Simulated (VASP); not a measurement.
Ta2O5, 14 atoms in the cell. Symmetry: Pm, No. 6, monoclinic system. The conventional cell has a = 3.859 Å, b = 3.670 Å, c = 12.919 Å, α = 90.00°, β = 95.14°, γ = 90.00°. Within 2.6 Å of Ta (site symmetry m) lie 6 O at 1.93 to 2.17 Å. Within 2.6 Å of Ta (site symmetry m) lie 6 O at 1.93 to 2.17 Å. Ta (site symmetry m) has 6 O at 1.83 to 2.37 Å within 2.4 Å. Ta (site symmetry m) has 6 O at 1.83 to 2.06 Å within 2.4 Å. Within 2.6 Å of O (site symmetry m) lie 2 Ta at 1.93 Å. Within 2.6 Å of O (site symmetry m) lie 2 Ta at 1.93 Å. Within 2.7 Å of O (site symmetry m) lie 3 Ta at 2.06 to 2.17 Å and 1 O at 2.31 Å. O (site symmetry m) has 3 Ta at 2.06 to 2.17 Å and 1 O at 2.31 Å within 2.7 Å. 

* Program: VASP 6.6.1
* Task: single point
* Functional: PBEsol
* Potentials or basis: VASP PAW PBE potentials, release 64 (Ta_pv, O)
* Cutoff: 520 eV
* k mesh: 9 × 9 × 3
* Occupations: gaussian, width 0.03 eV
* Spin: no spin polarisation
* Dipole correction: no
* Further INCAR settings: ALGO = Normal; EDIFF = 1e-06; NBANDS = 65

Potentials or basis: VASP PAW PBE potentials, release 64 (Ta_pv, O).

The run is started by

```bash
$ cat potpaw_PBE.64/Ta_pv/POTCAR potpaw_PBE.64/O/POTCAR > POTCAR
$ mpirun -np 1 vasp_std > vasp.out
```

Hardware: 1 thread of Intel(R) Xeon(R) Platinum 8259CL CPU @ 2.50GHz (Skylake/Cascade Lake), on a shared host.

**Question.** How long does it take, and how much memory?

**Answer.** Run time: 17 min on 1 thread of Intel(R) Xeon(R) Platinum 8259CL CPU @ 2.50GHz (Skylake/Cascade Lake), on a shared host, peak memory 0.65 GiB. Counts: scf iterations 17, k points 70.
